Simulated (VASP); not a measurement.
# Cu (Fm-3m) in VASP: notebook, part 2 of 2

VASP 6.6.1.

### 5 Relaxation of cell and atoms, PBE, target pressure 21.1 GPa, at which the enthalpy is minimised

This run uses another cell than the first one, of 10.68 Å³/atom, 0.904 times its volume.

INCAR

```
PREC = Accurate
ENCUT = 600
EDIFF = 1E-6
ISMEAR = 0
SIGMA = 0.1
LREAL = F
LASPH = T
NELM = 60
ALGO = Normal
ISIF = 3
LWAVE = F
LCHARG = F
GGA = PE
IBRION = 2
NSW = 100
EDIFFG = -0.002
PSTRESS = 211.0
```

KPOINTS

```
regular mesh
0
Gamma
  20 20 20
```

POSCAR

```
Cu
1.0
    0.0000000000      1.7479036268      1.7479036268
    1.7479036268      0.0000000000      1.7479036268
    1.7479036268      1.7479036268      0.0000000000
Cu
1
Direct
    0.0000000000      0.0000000000      0.0000000000
```

Potentials or basis: VASP PAW PBE potentials, release 64 (Cu).

Command:

```
cat potpaw_PBE.64/Cu/POTCAR > POTCAR
mpirun -np 1 vasp_std > vasp.out
```

OUTCAR:

```text
PREC = Accurate
   ENCUT = 600
   EDIFF = 1E-6
   ISMEAR = 0
   LREAL = F
   LASPH = T
   NELM = 60
   ISIF = 3
   GGA = PE
   IBRION = 2
   NSW = 100
   EDIFFG = -0.002
   PSTRESS = 211.0

 ion  position               nearest neighbor table
   1  0.000  0.000  0.000-

  LATTYP: Found a face centered cubic cell.
 ALAT       =     3.4958072536

  Lattice vectors:

 A1 = (   0.0000000000,   1.7479036268,   1.7479036268)
 A2 = (   1.7479036268,   0.0000000000,   1.7479036268)
 A3 = (   1.7479036268,   1.7479036268,   0.0000000000)

Analysis of symmetry for initial positions (statically):
=====================================================================
 Subroutine PRICEL returns:
 Original cell was already a primitive cell.
[... 367 lines left out ...]

 val. band max:        8.8403237705   @ k =  -0.4500   0.1000   0.0000
 cond. band min:       8.8734356255   @ k =   0.5000   0.2500   0.1000
 fundamental gap:      0.0331118550
 Fermi energy:         8.8556925423

 k-point     1 :       0.0000    0.0000    0.0000
  band No.  band energies     occupation
      1      -1.2582      2.00000
      2       5.5208      2.00000
      3       5.5208      2.00000
      4       5.5208      2.00000
      5       6.4783      2.00000
      6       6.4783      2.00000
      7      32.2386      0.00000
      8      35.6628      0.00000
      9      35.6628      0.00000
[... 265 lines left out ...]
 k-point    24 :      -0.3500    0.0500    0.0000
  band No.  band energies     occupation
      1       2.7526      2.00000
      2       5.5472      2.00000
      3       5.5942      2.00000
      4       5.7067      2.00000
      5       6.8423      2.00000
      6       7.1602      2.00000
      7      16.7587      0.00000
      8      29.7729      0.00000
      9      32.1790      0.00000

 [... further k-points ...]

------------------------ aborting loop because EDIFF is reached ----------------------------------------

  FORCE on cell =-STRESS in cart. coord.  units (eV):
  Direction    XX          YY          ZZ          XY          YZ          ZX
  --------------------------------------------------------------------------------------
  -------------------------------------------------------------------------------------
  Total        1.4112933      1.4112933      1.4112933     -0.0000000     -0.0000000      0.0000000
  in kB      211.1811150    211.1811150    211.1811150     -0.0000000     -0.0000000      0.0000000
  external PRESSURE =       0.1811150 kB  Pullay stress =     211.0000000 kB
[... 20 lines left out ...]
  energy  without entropy=       -3.6518066944  energy(sigma->0) =       -3.65242739

  enthalpy is  TOTEN    =        -2.2429651604 eV   P V=        1.4100829292

 reached required accuracy - stopping structural energy minimisation
```

CONTCAR:

```text
Cu
   1.00000000000000
    -0.0000000000000000    1.7493669961437510    1.7493669961437510
     1.7493669961437510   -0.0000000000000000    1.7493669961437510
     1.7493669961437510    1.7493669961437510    0.0000000000000000
  Cu
     1
Direct
     0.0000000000000000    1.0000000000000000    0.0000000000000000

  0.00000000E+00  0.00000000E+00  0.00000000E+00
```

It took 53 s on 1 thread of Intel Xeon 6975P-C (Granite Rapids), shared host; peak memory 0.16 GiB.

What came out:

```
Free energy                                            : -3.6530 eV
Relaxed volume                                         : 10.71 Å³/atom
Relaxed cell                                           : a = 2.474 Å, b = 2.474 Å, c = 2.474 Å, α = 60.00°, β = 60.00°, γ = 60.00°
Space group after relaxing (to 0.05 Å)                 : Fm-3m (No. 225)
Energy change on relaxing (the enthalpy is what falls) : -3.6 meV/atom
Ionic steps                                            : 10
Pressure after relaxing                                : 21.1 GPa
```

The path:
| step | energy change (eV) | largest force (eV/Å) | pressure (GPa) | volume (Å³) |
| --- | --- | --- | --- | --- |
| 1 | 0.0000 | 0.0000 | 21.72 | 10.68 |
| 2 | -0.0084 | 0.0000 | 20.44 | 10.74 |
| 3 | -0.0032 | 0.0000 | 21.14 | 10.70 |
| 4 | -0.0035 | 0.0000 | 21.13 | 10.71 |
| 5 | -0.0054 | 0.0000 | 20.84 | 10.72 |
| 6 | -0.0037 | 0.0000 | 21.07 | 10.71 |
| 7 | -0.0036 | 0.0000 | 21.13 | 10.71 |
| 8 | -0.0036 | 0.0000 | 20.91 | 10.71 |
| 9 | -0.0036 | 0.0000 | 21.25 | 10.71 |
| 10 | -0.0036 | 0.0000 | 21.12 | 10.71 |

Final structure:
```
CELL_PARAMETERS angstrom
0.00000 1.74937 1.74937
1.74937 0.00000 1.74937
1.74937 1.74937 0.00000
ATOMIC_POSITIONS crystal
Cu 0.00000 0.00000 0.00000
```

Levels at points of the mesh, in eV from the Fermi level:
| k point | band 3 | band 4 | band 5 | band 6 | band 7 | band 8 | band 9 |
| --- | --- | --- | --- | --- | --- | --- | --- |
| (0.00, 0.00, 0.00) | -3.33 | -3.33 | -2.38 | -2.38 | 23.38 | 26.81 | 26.81 |
| (0.50, 0.00, 0.00) | -3.38 | -1.72 | -1.72 | -1.29 | 4.29 | 21.83 | 23.65 |
| (0.50, 0.50, 0.00) | -1.74 | -1.55 | -1.55 | 1.44 | 7.84 | 13.88 | 13.88 |

Caveat: the cell is relaxed towards a set pressure, so the enthalpy falls and the energy may rise.

### 6 Relaxation of cell and atoms, PBE, target pressure 21.1 GPa, at which the enthalpy is minimised

INCAR

```
  ALGO = Normal
  EDIFF = 1E-7
  EDIFFG = -0.002
  ENCUT = 600
  GGA = PE
  IBRION = 2
  ISIF = 3
  ISMEAR = 0
  LASPH = True
  LCHARG = False
  LREAL = False
  LWAVE = False
  NELM = 60
  NSW = 100
  PREC = Accurate
  PSTRESS = 211.0
  SIGMA = 0.1
```

KPOINTS

```
k-points
0
Gamma
  20 20 20
```

POSCAR

```
Cu
1.0
    0.0000000000      1.8075000000      1.8075000000
    1.8075000000      0.0000000000      1.8075000000
    1.8075000000      1.8075000000      0.0000000000
Cu
1
Direct
    0.0000000000      0.0000000000      0.0000000000
```

Potentials or basis: VASP PAW PBE potentials, release 64 (Cu).

Command:

```
cat potpaw_PBE.64/Cu/POTCAR > POTCAR
mpirun -np 1 vasp_std > vasp.out
```

OUTCAR:

```text
EDIFF = 1E-7
   EDIFFG = -0.002
   ENCUT = 600
   GGA = PE
   IBRION = 2
   ISIF = 3
   ISMEAR = 0
   LASPH = True
   LREAL = False
   NELM = 60
   NSW = 100
   PREC = Accurate
   PSTRESS = 211.0

 ion  position               nearest neighbor table
   1  0.000  0.000  0.000-

  LATTYP: Found a face centered cubic cell.
 ALAT       =     3.6150000000

  Lattice vectors:

 A1 = (   0.0000000000,   1.8075000000,   1.8075000000)
 A2 = (   1.8075000000,   0.0000000000,   1.8075000000)
 A3 = (   1.8075000000,   1.8075000000,   0.0000000000)

Analysis of symmetry for initial positions (statically):
=====================================================================
 Subroutine PRICEL returns:
 Original cell was already a primitive cell.

 Routine SETGRP: Setting up the symmetry group for a
 face centered cubic supercell.

 Subroutine GETGRP returns: Found 48 space group operations
 (whereof 48 operations were pure point group operations)
 out of a pool of 48 trial point group operations.

The static configuration has the point symmetry O_h .

Analysis of symmetry for dynamics (positions and initial velocities):
[... 163 lines left out ...]
  Direction    XX          YY          ZZ          XY          YZ          ZX
  --------------------------------------------------------------------------------------
  -------------------------------------------------------------------------------------
  Total        0.1747373      0.1747373      0.1747373      0.0000000     -0.0000000      0.0000000
  in kB       23.7045220     23.7045220     23.7045220      0.0000000     -0.0000000      0.0000000
  external PRESSURE =    -187.2954780 kB  Pullay stress =     211.0000000 kB
[... 24 lines left out ...]
--------------------------------------- Ionic step        2  -------------------------------------------

 number of electron      11.0000008 magnetization

 E-fermi :  10.4869     XC(G=0): -13.9729

 val. band max:       10.4734843557   @ k =   0.5000   0.3000   0.1500
 cond. band min:      10.4881730685   @ k =   0.4500   0.3500   0.0000
 fundamental gap:      0.0146887128
 Fermi energy:        10.4869281856

 k-point     1 :       0.0000    0.0000    0.0000
  band No.  band energies     occupation
      1      -0.5947      2.00000
      2       6.7008      2.00000
      3       6.7008      2.00000
      4       6.7008      2.00000
      5       7.8340      2.00000
      6       7.8340      2.00000
      7      34.6594      0.00000
      8      38.9829      0.00000
      9      38.9830      0.00000
[... 349 lines left out ...]
--------------------------------------- Ionic step        4  -------------------------------------------

 number of electron      10.9999989 magnetization

 Free energy of the ion-electron system (eV)
  ---------------------------------------------------
  ext. energy  EPLUGINS =         0.00000000
  ---------------------------------------------------
  free energy    TOTEN  =        -3.65330844 eV

  energy without entropy =       -3.65206726  energy(sigma->0) =       -3.65268785

 E-fermi :   8.8581     XC(G=0): -13.3065

 val. band max:        8.8426127377   @ k =  -0.4500   0.1000   0.0000
 cond. band min:       8.8759052112   @ k =   0.5000   0.2500   0.1000
 fundamental gap:      0.0332924736
 Fermi energy:         8.8581240383

 k-point     1 :       0.0000    0.0000    0.0000
  band No.  band energies     occupation
      1      -1.2572      2.00000
      2       5.5225      2.00000
      3       5.5225      2.00000
      4       5.5225      2.00000
      5       6.4802      2.00000
      6       6.4802      2.00000
      7      32.2426      0.00000
      8      35.6681      0.00000
      9      35.6681      0.00000
[... 308 lines left out ...]
  energy  without entropy=       -3.6520672638  energy(sigma->0) =       -3.65268785

  enthalpy is  TOTEN    =        -2.2434801640 eV   P V=        1.4098282792

 reached required accuracy - stopping structural energy minimisation
```

CONTCAR:

```text
Cu
   1.00000000000000
     0.0000000000000000    1.7492616824473510    1.7492616824473510
     1.7492616824473510   -0.0000000000000000    1.7492616824473510
     1.7492616824473510    1.7492616824473510    0.0000000000000000
  Cu
     1
Direct
     0.0000000000000000    0.0000000000000000    0.0000000000000000

  0.00000000E+00  0.00000000E+00  0.00000000E+00
```

Run time: 41 s. Hardware: 1 thread of Intel Xeon 6975P-C (Granite Rapids), shared host; peak memory 0.16 GiB.

Results:

```yaml
Free_energy: -3.6533 eV
Relaxed_volume: 10.71 Å³/atom
Relaxed_cell: a = 2.474 Å, b = 2.474 Å, c = 2.474 Å, α = 60.00°, β = 60.00°, γ = 60.00°
Space_group_after_relaxing_to_0.05_Å: Fm-3m (No. 225)
Energy_change_on_relaxing_the_enthalpy_is_what_falls: +74.8 meV/atom
Ionic_steps: 4
Pressure_after_relaxing: 21.1 GPa
```

Step by step:
| step | energy change (eV) | largest force (eV/Å) | pressure (GPa) | volume (Å³) |
| --- | --- | --- | --- | --- |
| 1 | 0.0000 | 0.0000 | 2.37 | 11.81 |
| 2 | 0.3216 | 0.0000 | 53.94 | 9.60 |
| 3 | 0.0720 | 0.0000 | 20.55 | 10.73 |
| 4 | 0.0748 | 0.0000 | 21.09 | 10.71 |

Final structure:
```
Cu
1.0
     0.00000    1.74926    1.74926
     1.74926    0.00000    1.74926
     1.74926    1.74926    0.00000
Cu
1
Direct
  0.00000 0.00000 0.00000
```

Caveat: the cell is relaxed towards a set pressure, so the enthalpy falls and the energy may rise.

### 7 Overview

```csv
task,cell,k mesh,cutoff (eV),gap on the mesh (eV),pressure (GPa)
single point,"a = 2.556 Å, angles 60.0°, 1 atom",8 × 8 × 8,520,none,3.2
single point,"a = 2.472 Å, angles 60.0°, 1 atom",20 × 20 × 20,520,none,21.6
relaxation of cell and atoms,"relaxed to 21.1 GPa from a = 2.472 Å, angles 60.0°, 1 atom",20 × 20 × 20,600,none,21.1
relaxation of cell and atoms,"relaxed to 21.1 GPa from a = 2.556 Å, angles 60.0°, 1 atom",20 × 20 × 20,600,none,21.1
```

Alike in all rows: level PBE; potentials or basis VASP PAW PBE potentials, release 64 (Cu); no spin polarisation; smearing gaussian 0.1 eV.

Caveats: some runs use coarse meshes; the cell is relaxed towards a set pressure, so the enthalpy falls and the energy may rise (some runs).

Total energies depend on the potentials used, so only differences within one code and one set of settings carry meaning.
